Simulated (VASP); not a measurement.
Set up this calculation in VASP 6.6.1, as the native input.

- Task: single point
- Functional: LDA
- Potentials or basis: VASP PAW LDA potentials, release 64 (Sn_d)
- Cutoff: 500 eV
- k mesh: 11 × 11 × 11, shifted
- Occupations: fermi-dirac, width 0.1 eV
- Spin: no spin polarisation
- Dipole correction: no
- Further INCAR settings: ALGO = Normal; EDIFF = 1e-06; NBANDS = 13

The structure of Sn lies in POSCAR:

```
Sn
1.0
   -1.7265390000      1.7755470000      2.3383420000
    1.7265390000     -1.7755470000      2.3383420000
    1.7265390000      1.7755470000     -2.3383420000
Sn
1
Direct
    0.0000000000      0.0000000000      0.0000000000
```

One way to write it, as run:

INCAR

```
SYSTEM = Sn
ALGO = Normal
EDIFF = 1E-6
ENCUT = 500
GGA_COMPAT = .False.
ISIF = 2
ISMEAR = -1
LASPH = .True.
LCHARG = .False.
LREAL = .False.
LWAVE = .False.
NBANDS = 13
NELM = 120
PREC = Accurate
SIGMA = 0.1
```

KPOINTS

```
Automatic mesh
0
Gamma
  11 11 11
  0.5 0.5 0.5
```

Potentials or basis: VASP PAW LDA potentials, release 64 (Sn_d).

Run with:

```bash
$ cat potpaw_LDA.64/Sn_d/POTCAR > POTCAR
$ mpirun -np 1 vasp_std > vasp.out
```

Results of the run:

* Pressure: -4.8 GPa
* Band gap on the k mesh: zero (bands 7 and 8 overlap by 8.58 eV)

Caveat: the cell stands under tension; spin-orbit coupling is left out, which moves the levels of the heavy elements.

It took 85 s on 1 thread of AMD EPYC 7R43 64-Core Processor (Zen 3) (shared host), peak memory 0.15 GiB.
